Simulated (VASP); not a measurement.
A run of VASP 6.6.1:

INCAR

```
ALGO = Normal
EDIFF = 1E-7
ENCUT = 520
GGA = PS
ISIF = 2
ISMEAR = 0
LASPH = T
LCHARG = F
LREAL = F
LWAVE = F
NBANDS = 16
NELM = 60
PREC = Accurate
SIGMA = 0.05
```

Contents of KPOINTS:

```
k-points
0
Gamma
  9 9 6
```

File POSCAR:

```
AlN
1.0
    3.2816000000      0.0000000000      0.0000000000
   -1.6408000000      2.8419489650      0.0000000000
    0.0000000000      0.0000000000      4.1814000000
Al N
2 2
Direct
    0.3333333333      0.6666666667      0.7500000000
    0.6666666667      0.3333333333      0.2500000000
    0.3333333333      0.6666666667      0.2500000000
    0.6666666667      0.3333333333      0.7500000000
```

Potentials or basis: VASP PAW PBE potentials, release 64 (Al, N).

Run with:

```bash
$ cat potpaw_PBE.64/Al/POTCAR potpaw_PBE.64/N/POTCAR > POTCAR
$ mpirun -np 1 vasp_std > vasp.out
```

Hardware: 1 thread of Intel(R) Xeon(R) Platinum 8259CL CPU @ 2.50GHz (Skylake/Cascade Lake), with other jobs on the host.

Task: How long does it take, and how much memory?

Result: Wall time 30 s on 1 thread of Intel(R) Xeon(R) Platinum 8259CL CPU @ 2.50GHz (Skylake/Cascade Lake), with other jobs on the host, peak memory 0.15 GiB. Counts: scf iterations 14, k points 48.
